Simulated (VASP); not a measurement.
**Sn: single point with LDA**

Crystal: Sn.

```
CELL_PARAMETERS angstrom
-1.66645 1.66639 2.25915
1.66645 -1.66639 2.25915
1.66645 1.66639 -2.25915
ATOMIC_POSITIONS crystal
Sn 0.00000 0.00000 0.00000
```

* Program: VASP 6.6.1
* Task: single point
* Functional: LDA
* Potentials or basis: VASP PAW LDA potentials, release 64 (Sn_d)
* Cutoff: 520 eV
* k mesh: 11 × 11 × 11
* Occupations: fermi-dirac, width 0.05 eV
* Spin: no spin polarisation

| Property | Result |
| --- | --- |
| Pressure | 2.0 GPa |
| Band gap on the k mesh | zero (band 7 reaches 17.08 eV, above the bottom of band 8 at 6.79 eV) |

Levels at points of the mesh, in eV from the Fermi level:
```
           k point  band 3  band 4  band 5  band 6  band 7  band 8  band 9  band 10  band 11  band 12
(0.00, 0.00, 0.00)  -21.45  -21.39  -21.35  -11.73    8.23    8.33    8.33    10.85    12.42    12.42
```

Run time: 23 s on 1 thread of Intel(R) Xeon(R) Platinum 8375C CPU @ 2.90GHz (Ice Lake) (shared host), peak memory 0.17 GiB.

Caveat: spin-orbit coupling is left out, which moves the levels of the heavy elements.
